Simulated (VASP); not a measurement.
# Sn (I4_1/amd) in VASP: settings compared, part 2 of 2

VASP 6.6.1. Earlier steps stand in the parts before.

**3. Relaxation of cell and atoms, PBEsol+D4**

INCAR reads:

```
PREC     = Accurate       # precision mode
ENCUT    = 600            # plane-wave cutoff, eV
EDIFF    = 1E-6           # SCF threshold, eV
ISMEAR   = -1             # smearing method
SIGMA    = 0.05           # smearing width, eV
LREAL    = F              # projectors in reciprocal space
LASPH    = T              # aspherical terms in the spheres
NELM     = 80             # most SCF steps
ALGO     = Normal         # electronic algorithm
ISIF     = 3              # what is computed and relaxed
LWAVE    = F              # write WAVECAR
LCHARG   = F              # write CHGCAR
GGA      = PS             # functional
IVDW     = 13             # dispersion correction
IBRION   = 2              # ionic algorithm
NSW      = 80             # ionic steps
EDIFFG   = -0.01          # ionic threshold
```

KPOINTS reads:

```
regular mesh
0
Gamma
  9 9 9
```

POSCAR reads:

```
Sn
1.0
   -2.9401404553      2.9401404553      1.5993019889
    2.9401404553     -2.9401404553      1.5993019889
    2.9401404553      2.9401404553     -1.5993019889
Sn
2
Direct
    0.0000000000      0.0000000000      0.0000000000
    0.7500000000      0.2500000000      0.5000000000
```

Potentials or basis: VASP PAW PBE potentials, release 64 (Sn_d).

Started as:

```bash
cat potpaw_PBE.64/Sn_d/POTCAR > POTCAR
mpirun -np 1 vasp_std > vasp.out
```

OUTCAR:

```text
PREC = Accurate
   ENCUT = 600
   EDIFF = 1E-6
   ISMEAR = -1
   LREAL = F
   LASPH = T
   NELM = 80
   ISIF = 3
   GGA = PS
   IVDW = 13
   IBRION = 2
   NSW = 80
   EDIFFG = -0.01

 ion  position               nearest neighbor table
   1  0.000  0.000  0.000-   2 3.05   2 3.05   2 3.05   2 3.05
   2  0.750  0.250  0.500-   1 3.05   1 3.05   1 3.05   1 3.05

  LATTYP: Found a body centered tetragonal cell.
 ALAT       =     5.8802809106
 C/A-ratio  =     0.5439542815

  Lattice vectors:

 A1 = (  -2.9401404553,   2.9401404553,   1.5993019889)
 A2 = (   2.9401404553,  -2.9401404553,   1.5993019889)
 A3 = (   2.9401404553,   2.9401404553,  -1.5993019889)

Analysis of symmetry for initial positions (statically):
=====================================================================
 Subroutine PRICEL returns:
 Original cell was already a primitive cell.

 Routine SETGRP: Setting up the symmetry group for a
 body centered tetragonal supercell.

 Subroutine GETGRP returns: Found 16 space group operations
 (whereof  8 operations were pure point group operations)
 out of a pool of 16 trial point group operations.

The static configuration has the point symmetry D_2d.
 The point group associated with its full space group is D_4h.

Analysis of symmetry for dynamics (positions and initial velocities):
=====================================================================
 Subroutine PRICEL returns:
 Original cell was already a primitive cell.

[... 143 lines left out ...]
 maximum number of plane-waves:      1880
   NGX = 17   NGY = 17   NGZ = 17

--------------------------------------- Ionic step        1  -------------------------------------------

 number of electron      27.9999990 magnetization

 Free energy of the ion-electron system (eV)
  ---------------------------------------------------
  ext. energy  EPLUGINS =         0.00000000
  ---------------------------------------------------
  free energy    TOTEN  =        -8.50988602 eV

  energy without entropy =       -8.50245336  energy(sigma->0) =       -8.50616969

------------------------ aborting loop because EDIFF is reached ----------------------------------------

  DFT-D4 for vdW energy calculation

  Edisp (eV):   -0.48208
[... 271 lines left out ...]
--------------------------------------- Ionic step        8  -------------------------------------------

 number of electron      28.0000010 magnetization

 Free energy of the ion-electron system (eV)
  ---------------------------------------------------
  ext. energy  EPLUGINS =         0.00000000
  ---------------------------------------------------
  free energy    TOTEN  =        -8.51068901 eV

  energy without entropy =       -8.50281957  energy(sigma->0) =       -8.50675429

 E-fermi :   8.2775     XC(G=0): -10.6190

 val. band max:        8.2727500196   @ k =   0.2222   0.1111   0.0000
 cond. band min:       8.2871891671   @ k =   0.4444   0.4444  -0.0000
 fundamental gap:      0.0144391476
 Fermi energy:         8.2774783593

 k-point     1 :       0.0000    0.0000    0.0000
  band No.  band energies     occupation
      1     -13.3420      2.00000
      2     -13.2590      2.00000
      3     -13.2054      2.00000
      4     -13.2008      2.00000
      5     -13.0184      2.00000
      6     -13.0184      2.00000
[... 481 lines left out ...]
      5     -13.0575      2.00000
      6     -13.0498      2.00000
[... 10 lines left out ...]
     17      12.3103      0.00000
     18      13.1891      0.00000

 [... further k-points ...]

------------------------ aborting loop because EDIFF is reached ----------------------------------------

  DFT-D4 for vdW energy calculation

  Edisp (eV):   -0.50836
[... 25 lines left out ...]
  FREE ENERGIE OF THE ION-ELECTRON SYSTEM (eV)
  ---------------------------------------------------
  free  energy   TOTEN  =        -9.0190535225 eV

  energy  without entropy=       -9.0111840815  energy(sigma->0) =       -9.01511880

 reached required accuracy - stopping structural energy minimisation
```

OSZICAR:

```text
N       E                     dE             d eps       ncg     rms          rms(c)
DAV:   1     0.207669083753E+03    0.20767E+03   -0.16194E+04  2702   0.262E+03
[... 54 lines left out ...]
   7 F= -.90190453E+01 E0= -.90151012E+01  d E =-.255462E-03
       N       E                     dE             d eps       ncg     rms          rms(c)
DAV:   1    -0.851138104964E+01    0.51734E-04   -0.15465E-02  2930   0.220E+00    0.141E-01
DAV:   2    -0.851081865403E+01    0.56240E-03   -0.97411E-04  3360   0.558E-01    0.632E-02
DAV:   3    -0.851069211865E+01    0.12654E-03   -0.39637E-04  3532   0.340E-01    0.764E-03
DAV:   4    -0.851068887178E+01    0.32469E-05   -0.12971E-05  2954   0.487E-02    0.246E-03
DAV:   5    -0.851068901135E+01   -0.13957E-06   -0.46778E-07  1388   0.838E-03
   8 F= -.90190535E+01 E0= -.90151188E+01  d E =-.823027E-05
```

CONTCAR:

```text
Sn
   1.00000000000000
    -2.8951391626895964    2.8951391626895964    1.5625025393394822
     2.8951391626895964   -2.8951391626895964    1.5625025393394822
     2.8951391626895964    2.8951391626895964   -1.5625025393394822
  Sn
     2
Direct
     0.0000000000000000    0.0000000000000000    0.0000000000000000
     0.7500000000000000    0.2500000000000000    0.5000000000000000

  0.00000000E+00  0.00000000E+00  0.00000000E+00
  0.00000000E+00  0.00000000E+00  0.00000000E+00
```

Run time: 2 min. Hardware: 1 thread of Intel Xeon 6975P-C (Granite Rapids), shared host; peak memory 0.26 GiB.

What came out:

* Free energy: -9.0191 eV
* Relaxed volume: 26.19 Å³/atom
* Relaxed cell: a = 4.382 Å, b = 4.382 Å, c = 4.382 Å, α = 97.30°, β = 97.30°, γ = 138.22°
* Space group after relaxing (to 0.05 Å): I4_1/amd (No. 141)
* Energy gained by relaxing: 13.5 meV/atom
* Ionic steps: 8
* Pressure after relaxing: 0.1 GPa
* Band gap on the k mesh: zero (band 14 reaches 9.49 eV, above the bottom of band 15 at 5.32 eV)
* Dispersion energy per atom: -0.254 eV

Step by step:
```csv
step,energy change (eV),largest force (eV/Å),pressure (GPa),volume (Å³)
1,0.0000,0.0000,-2.82,55.30
2,-0.0237,0.0000,1.15,51.49
3,-0.0268,0.0000,0.02,52.42
4,-0.0268,0.0000,-0.07,52.47
5,-0.0270,0.0000,-0.07,52.47
6,-0.0271,0.0000,-0.07,52.47
7,-0.0271,0.0000,-0.06,52.47
8,-0.0271,0.0000,0.06,52.39
```

Final structure:
```cif
data_structure
_symmetry_space_group_name_H-M 'P 1'
_symmetry_Int_Tables_number 1
_cell_length_a 4.3824
_cell_length_b 4.3824
_cell_length_c 4.3824
_cell_angle_alpha 97.303
_cell_angle_beta 97.303
_cell_angle_gamma 138.224
_cell_volume 52.39
loop_
_atom_site_label
_atom_site_type_symbol
_atom_site_fract_x
_atom_site_fract_y
_atom_site_fract_z
_atom_site_occupancy
Sn1 Sn 0.00000 0.00000 0.00000 1
Sn2 Sn 0.75000 0.25000 0.50000 1
```

Levels at points of the mesh, in eV from the Fermi level:
```
           k point  band 11  band 12  band 13  band 14  band 15  band 16  band 17  band 18
(0.00, 0.00, 0.00)   -11.44    -3.67    -2.13    -2.13     2.85     6.29     6.29     7.21
```

Caveat: the PAW data sets were made with another functional, which shifts forces and pressure a little; spin-orbit coupling is left out, which moves the levels of the heavy elements; pairwise dispersion overbinds metals, which lowers pressure and volume.

**4. Relaxation of cell and atoms, LDA**

INCAR reads:

```
PREC = Accurate
ENCUT = 600
EDIFF = 1E-6
ISMEAR = -1
SIGMA = 0.05
LREAL = F
LASPH = T
NELM = 60
ALGO = Normal
ISIF = 3
LWAVE = F
LCHARG = F
IBRION = 2
NSW = 80
EDIFFG = -0.005
```

KPOINTS reads:

```
Automatic mesh
0
Gamma
  9 9 9
```

POSCAR is that of step 3.

Potentials or basis: VASP PAW LDA potentials, release 64 (Sn_d).

Started as:

```bash
cat potpaw_LDA.64/Sn_d/POTCAR > POTCAR
mpirun -np 1 vasp_std > vasp.out
```

Wall time 2.2 min (1 thread of Intel Xeon 6975P-C (Granite Rapids), shared host); peak memory 0.23 GiB.

The run converged. Its results:

```yaml
Free_energy: -8.9759 eV
Relaxed_volume: 26.21 Å³/atom
Relaxed_cell: a = 4.383 Å, b = 4.383 Å, c = 4.383 Å, α = 97.31°, β = 97.31°, γ = 138.20°
Space_group_after_relaxing_to_0.05_Å: I4_1/amd (No. 141)
Energy_gained_by_relaxing: 13.4 meV/atom
Ionic_steps: 10
Pressure_after_relaxing: 0.0 GPa
Band_gap_on_the_k_mesh: zero (band 14 reaches 9.38 eV, above the bottom of band 15 at 5.24 eV)
```

The path:
```csv
step,energy change (eV),largest force (eV/Å),pressure (GPa),volume (Å³)
1,0.0000,0.0000,-2.82,55.30
2,-0.0235,0.0000,1.13,51.50
3,-0.0266,0.0000,0.01,52.42
4,-0.0266,0.0000,0.09,52.37
5,-0.0268,0.0000,0.05,52.36
6,-0.0268,0.0000,0.06,52.36
7,-0.0268,0.0000,0.05,52.36
8,-0.0268,0.0000,0.07,52.36
9,-0.0269,0.0000,-0.07,52.45
10,-0.0269,0.0000,0.02,52.42
```

Final structure:
```
Sn
1.0
    -2.89500    2.89500    1.56357
     2.89500   -2.89500    1.56357
     2.89500    2.89500   -1.56357
Sn
2
Direct
  0.00000 0.00000 0.00000
  0.75000 0.25000 0.50000
```

Levels at points of the mesh, in eV from the Fermi level:
| k point | band 12 | band 13 | band 14 | band 15 | band 16 | band 17 |
| --- | --- | --- | --- | --- | --- | --- |
| (0.00, 0.00, 0.00) | -3.73 | -2.11 | -2.11 | 2.98 | 6.24 | 6.24 |

Caveat: spin-orbit coupling is left out, which moves the levels of the heavy elements.

**5. Single point, LDA**

This run uses another cell than the first one, of 26.17 Å³/atom, 0.947 times its volume.

INCAR reads:

```
PREC = Accurate
ENCUT = 520
EDIFF = 1E-6
ISMEAR = -1
SIGMA = 0.05
LREAL = F
LASPH = T
NELM = 100
ALGO = Fast
ISIF = 2
LWAVE = F
LCHARG = F
NBANDS = 21
```

KPOINTS is that of step 4.

POSCAR reads:

```
Sn
1.0
   -2.8934515183      2.8934515183      1.5631066641
    2.8934515183     -2.8934515183      1.5631066641
    2.8934515183      2.8934515183     -1.5631066641
Sn
2
Direct
    0.0000000000      0.0000000000      0.0000000000
    0.7500000000      0.2500000000      0.5000000000
```

Started as:

```bash
cat potpaw_LDA.64/Sn_d/POTCAR > POTCAR
mpirun -np 1 vasp_std > vasp.out
```

It took 76 s on 1 thread of AMD EPYC 9R45 (Zen 5), shared host; peak memory 0.18 GiB.

Results (log left out):

- Free energy: -8.9755 eV
- Pressure: 0.0 GPa
- Band gap on the k mesh: zero (band 14 reaches 9.40 eV, above the bottom of band 15 at 5.25 eV)

Levels at points of the mesh, in eV from the Fermi level:
| k point | band 10 | band 11 | band 12 | band 13 | band 14 | band 15 | band 16 | band 17 | band 18 | band 19 |
| --- | --- | --- | --- | --- | --- | --- | --- | --- | --- | --- |
| (0.00, 0.00, 0.00) | -21.07 | -11.44 | -3.73 | -2.12 | -2.12 | 2.98 | 6.25 | 6.25 | 7.13 | 7.22 |

Caveat: spin-orbit coupling is left out, which moves the levels of the heavy elements.

**6. Overview**

| task | level | potentials or basis | cell | cutoff (eV) | gap on the mesh (eV) | pressure (GPa) | relaxed volume (Å³/atom) |
| --- | --- | --- | --- | --- | --- | --- | --- |
| relaxation of cell and atoms | PBEsol+D3(BJ) | VASP PAW PBE potentials, release 64 (Sn_d) | relaxed from a = 4.455 Å, angles 97.4, 97.4, 137.9°, 2 atoms | 600 | none | -0.1 | 25.79 |
| relaxation of cell and atoms | PBEsol+D4 | VASP PAW PBE potentials, release 64 (Sn_d) | relaxed from a = 4.455 Å, angles 97.4, 97.4, 137.9°, 2 atoms | 600 | none | 0.1 | 26.19 |
| relaxation of cell and atoms | LDA | VASP PAW LDA potentials, release 64 (Sn_d) | relaxed from a = 4.455 Å, angles 97.4, 97.4, 137.9°, 2 atoms | 600 | none | 0.0 | 26.21 |
| single point | LDA | VASP PAW LDA potentials, release 64 (Sn_d) | a = 4.380 Å, angles 97.3, 97.3, 138.2°, 2 atoms | 520 | none | 0.0 | - |

Alike in all rows: no spin polarisation; k mesh 9 × 9 × 9; smearing fermi-dirac 0.05 eV.

Caveats: spin-orbit coupling is left out, which moves the levels of the heavy elements; the PAW data sets were made with another functional, which shifts forces and pressure a little (some runs); pairwise dispersion overbinds metals, which lowers pressure and volume (some runs).

Total energies depend on the potentials used, so only differences within one code and one set of settings carry meaning.
